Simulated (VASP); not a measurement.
Crystal: LiH.

```
Li H
1.0
     2.50166    0.00000    0.00000
     0.00000    2.50166    0.00000
     0.00000    0.00000    2.43011
Li H
1 1
Direct
  0.00000 0.00000 0.00000
  0.50000 0.50000 0.50000
```

This cell differs from its parent crystal: uniaxial z strain -2.9%.

Base run:

- Program: VASP 6.6.1
- Functional: PBE
- Potentials or basis: VASP PAW PBE potentials, release 64 (Li_sv, H)
- Cutoff: 520 eV
- k mesh: 10 × 10 × 10
- Occupations: fermi-dirac, width 0.02 eV
- Spin: no spin polarisation

Its results: band gap on the k mesh 0.61 eV (least direct gap 4.13 eV).

Task: The run is repeated on the same cell with these changes: functional from PBE to r2SCAN; occupations from fermi-dirac, width 0.02 eV to gaussian, width 0.01 eV. What comes out?

Result: Band gap on the k mesh 1.19 eV (least direct gap 4.82 eV).

A k mesh can miss the band edges.
